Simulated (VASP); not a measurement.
# La (P6_3/mmc) in VASP: notebook, part 2 of 2

VASP 6.6.1.

**3. Single point, RPBE (volume scaled by 0.8)**

INCAR

```
SYSTEM = La
  PREC = Accurate
  ENCUT = 520
  EDIFF = 1E-7
  ISMEAR = 1
  SIGMA = 0.2
  LREAL = .FALSE.
  LASPH = .TRUE.
  NELM = 60
  ALGO = Fast
  ISIF = 2
  LWAVE = .FALSE.
  LCHARG = .FALSE.
  GGA = RP
  NBANDS = 18
```

KPOINTS

```
Automatic mesh
0
G
  8 8 5
  0 0 0
```

POSCAR

```
La
1.0
    3.4811916300      0.0000000000      0.0000000000
   -1.7405958150      3.0148003870      0.0000000000
    0.0000000000      0.0000000000      5.6348888400
La
2
Direct
    0.6666666667      0.3333333333      0.7500000000
    0.3333333333      0.6666666667      0.2500000000
```

Potentials or basis: VASP PAW PBE potentials, release 64 (La).

Started as:

```console
cat potpaw_PBE.64/La/POTCAR > POTCAR
mpirun -np 1 vasp_std > vasp.out
```

OUTCAR:

```text
SYSTEM = La
   PREC = Accurate
   ENCUT = 520
   EDIFF = 1E-7
   ISMEAR = 1
   LREAL = .FALSE.
   LASPH = .TRUE.
   NELM = 60
   ISIF = 2
   GGA = RP

 ion  position               nearest neighbor table
   1  0.667  0.333  0.750-   2 3.46   2 3.46   2 3.46   2 3.46   2 3.46   2 3.46
   2  0.333  0.667  0.250-   1 3.46   1 3.46   1 3.46   1 3.46   1 3.46   1 3.46

  LATTYP: Found a hexagonal cell.
 ALAT       =     3.4811916300
 C/A-ratio  =     1.6186666633

  Lattice vectors:

 A1 = (   3.4811916300,   0.0000000000,   0.0000000000)
 A2 = (  -1.7405958150,   3.0148003870,   0.0000000000)
 A3 = (   0.0000000000,   0.0000000000,   5.6348888400)

Analysis of symmetry for initial positions (statically):
=====================================================================
 Subroutine PRICEL returns:
 Original cell was already a primitive cell.

 Routine SETGRP: Setting up the symmetry group for a
 hexagonal supercell.

 Subroutine GETGRP returns: Found 24 space group operations
 (whereof 12 operations were pure point group operations)
 out of a pool of 24 trial point group operations.

The static configuration has the point symmetry D_3d.
 The point group associated with its full space group is D_6h.

[... 157 lines left out ...]
  ext. energy  EPLUGINS =         0.00000000
  ---------------------------------------------------
  free energy    TOTEN  =        -8.49811812 eV

  energy without entropy =       -8.50371110  energy(sigma->0) =       -8.49998245

 E-fermi :  10.3760     XC(G=0): -10.4544

 val. band max:       10.3362318904   @ k =   0.2500   0.2500   0.4000
 cond. band min:      10.4071746679   @ k =   0.2500   0.0000   0.2000
 fundamental gap:      0.0709427775
 Fermi energy:        10.3760338073

 k-point     1 :       0.0000    0.0000    0.0000
  band No.  band energies     occupation
      1     -22.3389      2.00000
      2     -21.8594      2.00000
      3      -7.3077      2.00000
      4      -5.0670      2.00000
      5      -5.0670      2.00000
      6      -4.7293      2.00000
[... 481 lines left out ...]
      5      -5.6145      2.00000
      6      -5.3848      2.00000
[... 10 lines left out ...]
     17      12.6386     -0.00000
     18      12.6847     -0.00000

 [... further k-points ...]
[... 5 lines left out ...]
  --------------------------------------------------------------------------------------
  -------------------------------------------------------------------------------------
  Total        3.4496518      3.4496518      3.7330080      0.0000000      0.0000000      0.0000000
  in kB       93.4574653     93.4574653    101.1341092      0.0000000      0.0000000      0.0000000
  external PRESSURE =      96.0163466 kB  Pullay stress =       0.0000000 kB

 VOLUME and BASIS-vectors are now :
 -----------------------------------------------------------------------------
  energy-cutoff  :      520.00
  volume of cell :       59.14
      direct lattice vectors                 reciprocal lattice vectors
     3.481191630  0.000000000  0.000000000     0.287257958  0.165848460  0.000000000
    -1.740595815  3.014800387  0.000000000     0.000000000  0.331696919  0.000000000
     0.000000000  0.000000000  5.634888840     0.000000000  0.000000000  0.177465790

 POSITION                                       TOTAL-FORCE (eV/Angst)
 -----------------------------------------------------------------------------------
      1.74060      1.00493      4.22617        -0.000000      0.000000      0.000000
     -0.00000      2.00987      1.40872         0.000000     -0.000000      0.000000
 -----------------------------------------------------------------------------------
    total drift:                               -0.000000      0.000000     -0.000000

  FREE ENERGIE OF THE ION-ELECTRON SYSTEM (eV)
  ---------------------------------------------------
  free  energy   TOTEN  =        -8.4981181222 eV

  energy  without entropy=       -8.5037111018  energy(sigma->0) =       -8.49998245
```

OSZICAR:

```text
N       E                     dE             d eps       ncg     rms          rms(c)
DAV:   1     0.245392622942E+03    0.24539E+03   -0.78979E+03  1080   0.175E+03
DAV:   2     0.265955710974E+02   -0.21880E+03   -0.21530E+03  1520   0.319E+02
DAV:   3    -0.502738598256E+01   -0.31623E+02   -0.30520E+02  1790   0.139E+02
[... 26 lines left out ...]
RMM:  30    -0.849811757174E+01   -0.34597E-06   -0.18813E-06  1382   0.886E-03    0.441E-04
RMM:  31    -0.849811774725E+01   -0.17551E-06   -0.20569E-06  1349   0.799E-03    0.646E-04
RMM:  32    -0.849811792400E+01   -0.17675E-06   -0.10715E-06  1316   0.791E-03    0.360E-04
RMM:  33    -0.849811803132E+01   -0.10732E-06   -0.91617E-07  1293   0.739E-03    0.285E-04
RMM:  34    -0.849811812218E+01   -0.90857E-07   -0.54731E-07  1264   0.739E-03
   1 F= -.84981181E+01 E0= -.84999824E+01  d E =0.559298E-02
```

stdout:

```text
POSCAR found type information on POSCAR La
 POSCAR found :  1 types and       2 ions
 scaLAPACK will be used
 -----------------------------------------------------------------------------
|                                                                             |
|                                                                             |
|     You enforced a specific xc type in the INCAR file but a different       |
|     I HOPE YOU KNOW WHAT YOU ARE DOING!                                     |
|                                                                             |
 -----------------------------------------------------------------------------

 LDA part: xc-table for (Slater+PW92), standard interpolation
 POSCAR, INCAR and KPOINTS ok, starting setup
 FFT: planning ... GRIDC
 FFT: planning ... GRID_SOFT
 FFT: planning ... GRID
 WAVECAR not read
 entering main loop
 num prob RMM:  30    -0.849811757174E+01   -0.34597E-06   -0.18813E-06  1382   0.886E-03    0.441E-04
 num prob RMM:  33    -0.849811803132E+01   -0.10732E-06   -0.91617E-07  1293   0.739E-03    0.285E-04
```

It took 55 s on 1 thread of Intel Xeon 6975P-C (Granite Rapids), shared host; peak memory 0.2 GiB.

Results:

```yaml
Free_energy: -8.4981 eV
Pressure: 9.6 GPa
Band_gap_on_the_k_mesh: zero (band 11 reaches 11.47 eV, above the bottom of band 12 at 9.89 eV)
```

Stress tensor (GPa, compression positive):
```
 9.35  0.00  0.00
 0.00  9.35  0.00
 0.00  0.00 10.11
```

Levels at points of the mesh, in eV from the Fermi level:
```tsv
k point	band 7	band 8	band 9	band 10	band 11	band 12	band 13	band 14	band 15	band 16
(0.00, 0.00, 0.00)	-15.11	-15.08	-2.79	-2.02	1.09	1.41	1.41	1.74	1.92	1.96
(0.50, 0.00, 0.00)	-15.76	-15.41	-2.24	-1.58	-1.16	1.26	1.68	1.76	1.81	2.36
```

Caveat: the cell differs from its parent crystal (volume scaled by 0.8); the PAW data sets were made with another functional, which shifts forces and pressure a little; spin-orbit coupling is left out, which moves the levels of the heavy elements.

**4. Single point, LDA**

This run uses another cell than the first one, of 34.74 Å³/atom, 0.887 times its volume.

INCAR

```
SYSTEM = La
ALGO = Fast
EDIFF = 1E-6
ENCUT = 520
GGA = CA
ISIF = 2
ISMEAR = -1
LASPH = .True.
LCHARG = .True.
LELF = .True.
LREAL = .False.
LVHAR = .True.
LWAVE = .False.
NBANDS = 18
NELM = 60
PREC = Accurate
SIGMA = 0.05
```

KPOINTS

```
k-points
0
Gamma
  8 8 5
  0 0 0
```

POSCAR

```
La
1.0
    3.6734479077      0.0000000000      0.0000000000
   -1.8367239538      3.1812992075      0.0000000000
    0.0000000000      0.0000000000      5.9460876799
La
2
Direct
    0.6666666667      0.3333333333      0.7500000000
    0.3333333333      0.6666666667      0.2500000000
```

Potentials or basis: VASP PAW LDA potentials, release 64 (La).

Started as:

```console
cat potpaw_LDA.64/La/POTCAR > POTCAR
mpirun -np 1 vasp_std > vasp.out
```

OUTCAR:

```text
SYSTEM = La
   EDIFF = 1E-6
   ENCUT = 520
   GGA = CA
   ISIF = 2
   ISMEAR = -1
   LASPH = .True.
   LREAL = .False.
   NELM = 60
   PREC = Accurate

 ion  position               nearest neighbor table
   1  0.667  0.333  0.750-   2 3.65   2 3.65   2 3.65   2 3.65   2 3.65   2 3.65
   2  0.333  0.667  0.250-   1 3.65   1 3.65   1 3.65   1 3.65   1 3.65   1 3.65

  LATTYP: Found a hexagonal cell.
 ALAT       =     3.6734479077
 C/A-ratio  =     1.6186666667

  Lattice vectors:

 A1 = (   3.6734479077,   0.0000000000,   0.0000000000)
 A2 = (  -1.8367239538,   3.1812992075,   0.0000000000)
 A3 = (   0.0000000000,   0.0000000000,   5.9460876799)

Analysis of symmetry for initial positions (statically):
=====================================================================
 Subroutine PRICEL returns:
 Original cell was already a primitive cell.

 Routine SETGRP: Setting up the symmetry group for a
 hexagonal supercell.

 Subroutine GETGRP returns: Found 24 space group operations
 (whereof 12 operations were pure point group operations)
 out of a pool of 24 trial point group operations.

The static configuration has the point symmetry D_3d.
 The point group associated with its full space group is D_6h.

Analysis of symmetry for dynamics (positions and initial velocities):
=====================================================================
 Subroutine PRICEL returns:
 Original cell was already a primitive cell.

 Routine SETGRP: Setting up the symmetry group for a
 hexagonal supercell.

 Subroutine GETGRP returns: Found 24 space group operations
 (whereof 12 operations were pure point group operations)
 out of a pool of 24 trial point group operations.

The dynamic configuration has the point symmetry D_3d.
 The point group associated with its full space group is D_6h.

 Subroutine INISYM returns: Found 24 space group operations
 (whereof 12 operations are pure point group operations),
 and found     1 'primitive' translations

----------------------------------------------------------------------------------------

                                     Primitive cell

  volume of cell :      69.4880

  direct lattice vectors                    reciprocal lattice vectors
     3.673447908  0.000000000  0.000000000     0.272223814  0.157168492  0.000000000
    -1.836723954  3.181299207  0.000000000     0.000000000  0.314336985  0.000000000
     0.000000000  0.000000000  5.946087680     0.000000000  0.000000000  0.168177809

  length of vectors
     3.673447908  3.673447908  5.946087680     0.314336985  0.314336985  0.168177809

  position of ions in fractional coordinates (direct lattice)
     0.666666667  0.333333333  0.750000000
     0.333333333  0.666666667  0.250000000

  ion indices of the primitive-cell ions
   primitive index   ion index
                 1           1
                 2           2

----------------------------------------------------------------------------------------

 KPOINTS: k-points

Automatic generation of k-mesh.
 Grid dimensions read from file:
 generate k-points for:    8    8    5

 Generating k-lattice:

  Cartesian coordinates                     Fractional coordinates (reciprocal lattice)
     0.034027977  0.019646062  0.000000000     0.125000000 -0.000000000  0.000000000
     0.000000000  0.039292123  0.000000000     0.000000000  0.125000000  0.000000000
     0.000000000  0.000000000  0.033635562     0.000000000  0.000000000  0.200000000

  Length of vectors
     0.039292123  0.039292123  0.033635562

  Shift w.r.t. Gamma in fractional coordinates (k-lattice)
     0.000000000  0.000000000  0.000000000

 Subroutine IBZKPT returns following result:
 ===========================================

 Found     30 irreducible k-points:

 Following reciprocal coordinates:
            Coordinates               Weight
  0.000000  0.000000  0.000000      1.000000
  0.125000 -0.000000  0.000000      6.000000
  0.250000 -0.000000  0.000000      6.000000
  0.375000 -0.000000  0.000000      6.000000
  0.500000 -0.000000  0.000000      3.000000
  0.125000  0.125000  0.000000      6.000000
[... 16 lines left out ...]
  0.250000 -0.000000  0.400000     12.000000
  0.375000 -0.000000  0.400000     12.000000
 [... further k-points ...]
   k-points           NKPTS =     30   k-points in BZ     NKDIM =     30   number of bands    NBANDS=     18
   number of dos      NEDOS =    301   number of ions     NIONS =      2
   total plane-waves  NPLWV =  37632
   dimension x,y,z NGX =    28 NGY =   28 NGZ =   48
   dimension x,y,z NGXF=    56 NGYF=   56 NGZF=   96
   ions per type =               2
   NGX,Y,Z   is equivalent  to a cutoff of  12.67, 12.67, 13.42 a.u.
   NGXF,Y,Z  is equivalent  to a cutoff of  25.34, 25.34, 26.84 a.u.
 SYSTEM =  La
   PREC   = accura    normal or accurate (medium, high low for compatibility)
   ISTART =      0    job   : 0-new  1-cont  2-samecut
   ICHARG =      2    charge: 1-file 2-atom 10-const
   ISPIN  =      1    spin polarized calculation?
   LNONCOLLINEAR =      F non collinear calculations
   LSORBIT =      F    spin-orbit coupling
   LASPH  =      T    aspherical Exc in radial PAW
   ENCUT  =  520.0 eV  38.22 Ry    6.18 a.u.   6.83  6.83 11.06*2*pi/ulx,y,z
   NELM   =     60;   NELMIN=  2; NELMDL= -5     # of ELM steps
   EDIFF  = 0.1E-05   stopping-criterion for ELM
   LREAL  =      F    real-space projection
   EDIFFG = 0.1E-04   stopping-criterion for IOM
   NSW    =      0    number of steps for IOM
   IBRION =     -1    ionic relax: 0-MD 1-quasi-New 2-CG
   NFREE  =      0    steps in history (QN), initial steepest desc. (CG)
   ISIF   =      2    stress and relaxation
   ISYM   =      2    0-nonsym 1-usesym 2-fastsym
   POTIM  = 0.5000    time-step for ionic-motion
   TEBEG  =    0.0;   TEEND  =   0.0 temperature during run
   PSTRESS=    0.0 pullay stress
   NELECT =      22.0000    total number of electrons
   NUPDOWN=      -1.0000    fix difference up-down
   EMIN   =  10.00;   EMAX   =-10.00  energy-range for DOS
   EFERMI =   0.00;   METHOD = LEGACY
   ISMEAR =    -1;   SIGMA  =   0.05  broadening in eV -4-tet -1-fermi 0-gaus
   EFERMI_NEDOS =   21; number of points for ismear=-14 and -15
   IALGO  =     68    algorithm
   IMIX   =      4    mixing-type and parameters
     AMIX     =   0.40;   BMIX     =  1.00
     AMIX_MAG =   1.60;   BMIX_MAG =  1.00
  volume/ion in A,a.u.               =      34.74       234.46
  Fermi-wavevector in a.u.,A,eV,Ry     =   1.115781  2.108521 16.938823  1.244968
  Thomas-Fermi vector in A             =   2.252389
   LORBIT       =      0    0 simple, 1 ext, 2 COOP (PROOUT), +10 PAW based schemes
   GGA     = CA    functional components
   LHFCALC =     F    Hartree Fock is set to
   AEXX    =    0.0000 exact exchange contribution
   IVDW    =     0    specifies the selected vdW correction
   LEPSILON=     F    determine dielectric tensor
   LRPA    =     F    only Hartree local field effects (RPA)
 non-spin polarized calculation
 RMM-DIIS sequential band-by-band and
  energy-cutoff  :      520.00
  volume of cell :       69.49
 maximum number of plane-waves:      1890
 NGX is ok and might be reduce to    28
   NGX = 13   NGY = 13   NGZ = 23

 number of electron      22.0000002 magnetization

 Free energy of the ion-electron system (eV)
  ---------------------------------------------------
  ext. energy  EPLUGINS =         0.00000000
  ---------------------------------------------------
  free energy    TOTEN  =       -11.05491454 eV

  energy without entropy =      -11.01774951  energy(sigma->0) =      -11.03633203

 E-fermi :   8.3076     XC(G=0): -10.0372

 val. band max:        8.3039547449   @ k =   0.1250   0.1250   0.2000
 cond. band min:       8.3177869102   @ k =   0.2500  -0.0000   0.0000
 fundamental gap:      0.0138321654
 Fermi energy:         8.3075623432

 k-point     1 :       0.0000    0.0000    0.0000
  band No.  band energies     occupation
      1     -24.3620      2.00000
      2     -24.0952      2.00000
      3      -8.9086      2.00000
      4      -7.4297      2.00000
      5      -7.4297      2.00000
      6      -7.2032      2.00000
[... 10 lines left out ...]
     17      10.0486      0.00000
     18      10.0620      0.00000
[... 463 lines left out ...]
 k-point    24 :       0.3750   -0.0000    0.4000
  band No.  band energies     occupation
      1     -24.1086      2.00000
      2     -24.0677      2.00000
      3      -8.7073      2.00000
      4      -8.5984      2.00000
      5      -7.7755      2.00000
      6      -7.6350      2.00000
[... 10 lines left out ...]
     17      10.0550      0.00000
     18      10.0897      0.00000

 [... further k-points ...]
[... 5 lines left out ...]
  --------------------------------------------------------------------------------------
  -------------------------------------------------------------------------------------
  Total       -0.6634156     -0.6634156     -0.6522167     -0.0000000      0.0000000     -0.0000000
  in kB      -15.2963060    -15.2963060    -15.0380942     -0.0000000      0.0000000     -0.0000000
  external PRESSURE =     -15.2102354 kB  Pullay stress =       0.0000000 kB

 VOLUME and BASIS-vectors are now :
 -----------------------------------------------------------------------------
  energy-cutoff  :      520.00
  volume of cell :       69.49
      direct lattice vectors                 reciprocal lattice vectors
     3.673447908  0.000000000  0.000000000     0.272223814  0.157168492  0.000000000
    -1.836723954  3.181299207  0.000000000     0.000000000  0.314336985  0.000000000
     0.000000000  0.000000000  5.946087680     0.000000000  0.000000000  0.168177809

 POSITION                                       TOTAL-FORCE (eV/Angst)
 -----------------------------------------------------------------------------------
      1.83672      1.06043      4.45957        -0.000000      0.000000      0.000000
     -0.00000      2.12087      1.48652         0.000000     -0.000000      0.000000
 -----------------------------------------------------------------------------------
    total drift:                                0.000000     -0.000000      0.000000

  FREE ENERGIE OF THE ION-ELECTRON SYSTEM (eV)
  ---------------------------------------------------
  free  energy   TOTEN  =       -11.0549145430 eV

  energy  without entropy=      -11.0177495097  energy(sigma->0) =      -11.03633203
```

Wall time 66 s (1 thread of Intel Xeon 6975P-C (Granite Rapids), shared host); peak memory 0.19 GiB.

What came out:

| Quantity | Value |
| --- | --- |
| Free energy | -11.0549 eV |
| Pressure | -1.5 GPa |
| Band gap on the k mesh | zero (band 11 reaches 9.33 eV, above the bottom of band 12 at 8.04 eV) |

Levels at points of the mesh, in eV from the Fermi level:
| k point | band 9 | band 10 | band 11 | band 12 | band 13 | band 14 |
| --- | --- | --- | --- | --- | --- | --- |
| (0.00, 0.00, 0.00) | -3.14 | -1.84 | 1.02 | 1.33 | 1.33 | 1.45 |
| (0.50, 0.00, 0.00) | -1.75 | -1.24 | -1.17 | 1.24 | 1.34 | 1.37 |

Caveat: spin-orbit coupling is left out, which moves the levels of the heavy elements.

**5. Single point, LDA**

This run uses another cell than the first one, of 35.48 Å³/atom, 0.906 times its volume.

INCAR

```
SYSTEM = La
PREC = Accurate
ENCUT = 520
EDIFF = 1E-7
ISMEAR = -1
SIGMA = 0.05
LREAL = .FALSE.
LASPH = .TRUE.
NELM = 60
ALGO = Normal
ISIF = 2
LWAVE = .FALSE.
LCHARG = .TRUE.
LELF = .TRUE.
LVHAR = .TRUE.
NBANDS = 18
```

KPOINTS

```
Automatic mesh
0
G
  8 8 5
  0 0 0
```

POSCAR

```
La
1.0
    3.6993181115      0.0000000000      0.0000000000
   -1.8496590557      3.2037034612      0.0000000000
    0.0000000000      0.0000000000      5.9879629165
La
2
Direct
    0.6666666667      0.3333333333      0.7500000000
    0.3333333333      0.6666666667      0.2500000000
```

Started as:

```console
cat potpaw_LDA.64/La/POTCAR > POTCAR
mpirun -np 1 vasp_std > vasp.out
```

Wall time 21 s (1 thread of Intel Xeon 6975P-C (Granite Rapids), shared host); peak memory 0.18 GiB.

It converged, with:

* Free energy: -11.0388 eV
* Pressure: -2.0 GPa
* Band gap on the k mesh: zero (band 11 reaches 9.11 eV, above the bottom of band 12 at 7.85 eV)

Stress tensor (GPa, compression positive):
```
-1.96  0.00  0.00
 0.00 -1.96  0.00
 0.00  0.00 -2.05
```

Levels at points of the mesh, in eV from the Fermi level:
| k point | band 7 | band 8 | band 9 | band 10 | band 11 | band 12 | band 13 | band 14 | band 15 | band 16 |
| --- | --- | --- | --- | --- | --- | --- | --- | --- | --- | --- |
| (0.00, 0.00, 0.00) | -15.58 | -15.56 | -3.16 | -1.81 | 1.02 | 1.32 | 1.32 | 1.42 | 1.52 | 1.62 |
| (0.50, 0.00, 0.00) | -15.97 | -15.78 | -1.70 | -1.20 | -1.17 | 1.24 | 1.29 | 1.33 | 1.37 | 1.74 |

Caveat: spin-orbit coupling is left out, which moves the levels of the heavy elements.

**6. The runs side by side**

```tsv
level	potentials or basis	cell	smearing	gap on the mesh (eV)	pressure (GPa)
PBEsol	VASP PAW PBE potentials, release 64 (La)	a = 3.824, b = 3.824, c = 6.189 Å, angles 90.0, 90.0, 120.0°, 2 atoms	fermi-dirac 0.05 eV	none	-2.7
RPBE	VASP PAW PBE potentials, release 64 (La)	a = 3.481, b = 3.481, c = 5.635 Å, angles 90.0, 90.0, 120.0°, 2 atoms	methfessel-paxton 0.2 eV	none	9.6
LDA	VASP PAW LDA potentials, release 64 (La)	a = 3.673, b = 3.673, c = 5.946 Å, angles 90.0, 90.0, 120.0°, 2 atoms	fermi-dirac 0.05 eV	none	-1.5
LDA	VASP PAW LDA potentials, release 64 (La)	a = 3.699, b = 3.699, c = 5.988 Å, angles 90.0, 90.0, 120.0°, 2 atoms	fermi-dirac 0.05 eV	none	-2.0
```

Alike in all rows: task single point; no spin polarisation; k mesh 8 × 8 × 5; cutoff (eV) 520.

Caveats: spin-orbit coupling is left out, which moves the levels of the heavy elements; the PAW data sets were made with another functional, which shifts forces and pressure a little (some runs).

Absolute energies hang on the potentials; compare differences alone.
